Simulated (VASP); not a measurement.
# CaF2 (Fluorite) (Fm-3m) in VASP: single point with PBE

Aim: the single point of CaF2 (Fluorite) with PBE.

Program: VASP 6.6.1. These are calculated values, not measurements. Logs are shortened: lines on timing, memory, paths and dates and some standing lists are left out, and cuts for length are marked.

## Step 1: The cell of the first run

It takes space group Fm-3m (No. 225, cubic). The conventional cell has a = 5.569 Å, b = 5.569 Å, c = 5.569 Å, α = 90.00°, β = 90.00°, γ = 90.00°. Ca (site symmetry m-3m) has 8 F at 2.41 Å within 3.2 Å. F (site symmetry -43m) has 4 Ca at 2.41 Å and 6 F at 2.78 Å within 3.2 Å.

## Step 2: Single point, PBE

File INCAR:

```
PREC = Accurate
ENCUT = 600
EDIFF = 1E-6
ISMEAR = 0
SIGMA = 0.01
LREAL = False
LASPH = True
NELM = 120
ALGO = Normal
ISIF = 2
LWAVE = False
LCHARG = True
GGA = PE
LELF = True
LVHAR = True
NBANDS = 19
GGA_COMPAT = False
```

File KPOINTS:

```
regular mesh
0
Gamma
  6 6 6
```

File POSCAR:

```
CaF2
1.0
    0.0000000000      2.7845626180      2.7845626180
    2.7845626180      0.0000000000      2.7845626180
    2.7845626180      2.7845626180      0.0000000000
Ca F
1 2
Direct
    0.0000000000      0.0000000000      0.0000000000
    0.2500000000      0.2500000000      0.2500000000
    0.7500000000      0.7500000000      0.7500000000
```

Potentials or basis: VASP PAW PBE potentials, release 64 (Ca_sv, F).

Run with:

```console
cat potpaw_PBE.64/Ca_sv/POTCAR potpaw_PBE.64/F/POTCAR > POTCAR
mpirun -np 1 vasp_std > vasp.out
```

OUTCAR:

```text
PREC = Accurate
   ENCUT = 600
   EDIFF = 1E-6
   ISMEAR = 0
   LREAL = False
   LASPH = True
   NELM = 120
   ISIF = 2
   GGA = PE

 ion  position               nearest neighbor table
   1  0.000  0.000  0.000-   3 2.41   3 2.41   3 2.41   2 2.41   3 2.41   2 2.41   2 2.41   2 2.41

   2  0.250  0.250  0.250-   1 2.41   1 2.41   1 2.41   1 2.41
   3  0.750  0.750  0.750-   1 2.41   1 2.41   1 2.41   1 2.41

  LATTYP: Found a face centered cubic cell.
 ALAT       =     5.5691252360

  Lattice vectors:

 A1 = (   0.0000000000,   2.7845626180,   2.7845626180)
 A2 = (   2.7845626180,   0.0000000000,   2.7845626180)
 A3 = (   2.7845626180,   2.7845626180,   0.0000000000)

Analysis of symmetry for initial positions (statically):
=====================================================================
 Subroutine PRICEL returns:
 Original cell was already a primitive cell.

 Routine SETGRP: Setting up the symmetry group for a
 face centered cubic supercell.

 Subroutine GETGRP returns: Found 48 space group operations
 (whereof 48 operations were pure point group operations)
 out of a pool of 48 trial point group operations.

The static configuration has the point symmetry O_h .

Analysis of symmetry for dynamics (positions and initial velocities):
=====================================================================
 Subroutine PRICEL returns:
 Original cell was already a primitive cell.

 Routine SETGRP: Setting up the symmetry group for a
 face centered cubic supercell.

 Subroutine GETGRP returns: Found 48 space group operations
 (whereof 48 operations were pure point group operations)
 out of a pool of 48 trial point group operations.

The dynamic configuration has the point symmetry O_h .

 Subroutine INISYM returns: Found 48 space group operations
 (whereof 48 operations are pure point group operations),
 and found     1 'primitive' translations

----------------------------------------------------------------------------------------

                                     Primitive cell

  volume of cell :      43.1818

  direct lattice vectors                    reciprocal lattice vectors
     0.000000000  2.784562618  2.784562618    -0.179561414  0.179561414  0.179561414
     2.784562618  0.000000000  2.784562618     0.179561414 -0.179561414  0.179561414
     2.784562618  2.784562618  0.000000000     0.179561414  0.179561414 -0.179561414

  length of vectors
     3.937966220  3.937966220  3.937966220     0.311009491  0.311009491  0.311009491

  position of ions in fractional coordinates (direct lattice)
     0.000000000  0.000000000  0.000000000
     0.250000000  0.250000000  0.250000000
     0.750000000  0.750000000  0.750000000

  ion indices of the primitive-cell ions
   primitive index   ion index
                 1           1
                 2           2
                 3           3

----------------------------------------------------------------------------------------

 KPOINTS: regular mesh

Automatic generation of k-mesh.
 Grid dimensions read from file:
 generate k-points for:    6    6    6

 Generating k-lattice:

  Cartesian coordinates                     Fractional coordinates (reciprocal lattice)
    -0.029926902  0.029926902  0.029926902     0.166666667  0.000000000  0.000000000
     0.029926902 -0.029926902  0.029926902     0.000000000  0.166666667  0.000000000
     0.029926902  0.029926902 -0.029926902     0.000000000  0.000000000  0.166666667

  Length of vectors
     0.051834915  0.051834915  0.051834915

  Shift w.r.t. Gamma in fractional coordinates (k-lattice)
     0.000000000  0.000000000  0.000000000

 Subroutine IBZKPT returns following result:
 ===========================================

 Found     16 irreducible k-points:

 Following reciprocal coordinates:
            Coordinates               Weight
  0.000000  0.000000  0.000000      1.000000
  0.166667  0.000000  0.000000      8.000000
  0.333333  0.000000  0.000000      8.000000
  0.500000  0.000000  0.000000      4.000000
  0.166667  0.166667  0.000000      6.000000
  0.333333  0.166667  0.000000     24.000000
[... 8 lines left out ...]
 -0.333333  0.333333  0.166667     24.000000
 -0.333333  0.500000  0.166667     12.000000
   k-points           NKPTS =     16   k-points in BZ     NKDIM =     16   number of bands    NBANDS=     19
   number of dos      NEDOS =    301   number of ions     NIONS =      3
   total plane-waves  NPLWV =  32768
   dimension x,y,z NGX =    32 NGY =   32 NGZ =   32
   dimension x,y,z NGXF=    64 NGYF=   64 NGZF=   64
   ions per type =               1   2
   NGX,Y,Z   is equivalent  to a cutoff of  13.51, 13.51, 13.51 a.u.
   NGXF,Y,Z  is equivalent  to a cutoff of  27.02, 27.02, 27.02 a.u.
 SYSTEM =  unknown system
   PREC   = accura    normal or accurate (medium, high low for compatibility)
   ISTART =      0    job   : 0-new  1-cont  2-samecut
   ICHARG =      2    charge: 1-file 2-atom 10-const
   ISPIN  =      1    spin polarized calculation?
   LNONCOLLINEAR =      F non collinear calculations
   LSORBIT =      F    spin-orbit coupling
   LASPH  =      T    aspherical Exc in radial PAW
   ENCUT  =  600.0 eV  44.10 Ry    6.64 a.u.   7.87  7.87  7.87*2*pi/ulx,y,z
   NELM   =    120;   NELMIN=  2; NELMDL= -5     # of ELM steps
   EDIFF  = 0.1E-05   stopping-criterion for ELM
   LREAL  =      F    real-space projection
   EDIFFG = 0.1E-04   stopping-criterion for IOM
   NSW    =      0    number of steps for IOM
   IBRION =     -1    ionic relax: 0-MD 1-quasi-New 2-CG
   NFREE  =      0    steps in history (QN), initial steepest desc. (CG)
   ISIF   =      2    stress and relaxation
   ISYM   =      2    0-nonsym 1-usesym 2-fastsym
   POTIM  = 0.5000    time-step for ionic-motion
   TEBEG  =    0.0;   TEEND  =   0.0 temperature during run
   PSTRESS=    0.0 pullay stress
   NELECT =      24.0000    total number of electrons
   NUPDOWN=      -1.0000    fix difference up-down
   EMIN   =  10.00;   EMAX   =-10.00  energy-range for DOS
   EFERMI =   0.00;   METHOD = LEGACY
   ISMEAR =     0;   SIGMA  =   0.01  broadening in eV -4-tet -1-fermi 0-gaus
   EFERMI_NEDOS =   21; number of points for ismear=-14 and -15
   IALGO  =     38    algorithm
   IMIX   =      4    mixing-type and parameters
     AMIX     =   0.40;   BMIX     =  1.00
     AMIX_MAG =   1.60;   BMIX_MAG =  1.00
  volume/ion in A,a.u.               =      14.39        97.14
  Fermi-wavevector in a.u.,A,eV,Ry     =   1.346000  2.543570 24.649877  1.811715
  Thomas-Fermi vector in A             =   2.473867
   LORBIT       =      0    0 simple, 1 ext, 2 COOP (PROOUT), +10 PAW based schemes
   GGA     = PE    functional components
   LHFCALC =     F    Hartree Fock is set to
   AEXX    =    0.0000 exact exchange contribution
   IVDW    =     0    specifies the selected vdW correction
   LEPSILON=     F    determine dielectric tensor
   LRPA    =     F    only Hartree local field effects (RPA)
 non-spin polarized calculation
 Gauss-broadening in eV      SIGMA  =   0.01
  energy-cutoff  :      600.00
  volume of cell :       43.18
 maximum number of plane-waves:      1459
   NGX = 15   NGY = 15   NGZ = 15

 number of electron      24.0000019 magnetization

 Free energy of the ion-electron system (eV)
  ---------------------------------------------------
  ext. energy  EPLUGINS =         0.00000000
  ---------------------------------------------------
  free energy    TOTEN  =       -17.33910682 eV

  energy without entropy =      -17.33910682  energy(sigma->0) =      -17.33910682

 E-fermi :  -1.2280     XC(G=0):  -9.3458

 val. band max:       -1.2716399321   @ k =   0.5000   0.5000   0.0000
 cond. band min:       5.6708658034   @ k =   0.0000   0.0000   0.0000
 fundamental gap:      6.9425057355
 Fermi energy:        -1.2280178392

 k-point     1 :       0.0000    0.0000    0.0000
  band No.  band energies     occupation
      1     -37.5814      2.00000
      2     -21.0668      2.00000
      3     -20.3820      2.00000
      4     -18.5192      2.00000
      5     -18.5192      2.00000
      6     -18.5192      2.00000
[... 11 lines left out ...]
     18       9.5024      0.00000
     19      15.1939      0.00000

 k-point     2 :       0.1667    0.0000    0.0000
  band No.  band energies     occupation
      1     -37.5755      2.00000
      2     -21.1238      2.00000
      3     -20.4442      2.00000
      4     -18.5273      2.00000
      5     -18.5273      2.00000
      6     -18.4112      2.00000
[... 11 lines left out ...]
     18       9.4449      0.00000
     19      14.0460      0.00000

 k-point     3 :       0.3333    0.0000    0.0000
  band No.  band energies     occupation
      1     -37.5635      2.00000
      2     -21.1821      2.00000
      3     -20.6275      2.00000
      4     -18.5434      2.00000
      5     -18.5434      2.00000
      6     -18.1872      2.00000
[... 11 lines left out ...]
     18       9.3290      0.00000
     19      12.4214      0.00000

 k-point     4 :       0.5000    0.0000    0.0000
  band No.  band energies     occupation
      1     -37.5575      2.00000
      2     -21.1769      2.00000
      3     -20.7524      2.00000
      4     -18.5514      2.00000
      5     -18.5514      2.00000
      6     -18.0737      2.00000
[... 231 lines left out ...]
     18      10.2271      0.00000
     19      13.4082      0.00000

 k-point    15 :      -0.3333    0.3333    0.1667
  band No.  band energies     occupation
      1     -37.5515      2.00000
      2     -21.0831      2.00000
      3     -20.9821      2.00000
      4     -18.5840      2.00000
      5     -18.2923      2.00000
      6     -18.1826      2.00000
[... 11 lines left out ...]
     18      11.5527      0.00000
     19      12.5981      0.00000

 k-point    16 :      -0.3333    0.5000    0.1667
  band No.  band energies     occupation
      1     -37.5495      2.00000
      2     -21.2143      2.00000
      3     -20.8629      2.00000
      4     -18.6005      2.00000
      5     -18.3898      2.00000
      6     -18.0624      2.00000
[... 11 lines left out ...]
     18      12.6918      0.00000
     19      12.7852      0.00000

------------------------ aborting loop because EDIFF is reached ----------------------------------------

  FORCE on cell =-STRESS in cart. coord.  units (eV):
  Direction    XX          YY          ZZ          XY          YZ          ZX
  --------------------------------------------------------------------------------------
  -------------------------------------------------------------------------------------
  Total       -0.5781368     -0.5781368     -0.5781368      0.0000000      0.0000000     -0.0000000
  in kB      -21.4506385    -21.4506385    -21.4506385      0.0000000      0.0000000     -0.0000000
  external PRESSURE =     -21.4506385 kB  Pullay stress =       0.0000000 kB

 VOLUME and BASIS-vectors are now :
 -----------------------------------------------------------------------------
  energy-cutoff  :      600.00
  volume of cell :       43.18
      direct lattice vectors                 reciprocal lattice vectors
     0.000000000  2.784562618  2.784562618    -0.179561414  0.179561414  0.179561414
     2.784562618  0.000000000  2.784562618     0.179561414 -0.179561414  0.179561414
     2.784562618  2.784562618  0.000000000     0.179561414  0.179561414 -0.179561414

 POSITION                                       TOTAL-FORCE (eV/Angst)
 -----------------------------------------------------------------------------------
      0.00000      0.00000      0.00000         0.000000     -0.000000      0.000000
      1.39228      1.39228      1.39228         0.000000     -0.000000     -0.000000
      4.17684      4.17684      4.17684        -0.000000      0.000000      0.000000
 -----------------------------------------------------------------------------------
    total drift:                                0.000000     -0.000000      0.000000

  FREE ENERGIE OF THE ION-ELECTRON SYSTEM (eV)
  ---------------------------------------------------
  free  energy   TOTEN  =       -17.3391068151 eV

  energy  without entropy=      -17.3391068151  energy(sigma->0) =      -17.33910682
```

It took 16 s on 1 thread of Intel Xeon Platinum 8375C at 2.90GHz (Ice Lake), shared host; peak memory 0.18 GiB.

What came out:

```
Free energy            : -17.3391 eV
Pressure               : -2.1 GPa
Band gap on the k mesh : 6.94 eV, indirect (least direct gap 7.19 eV)
```
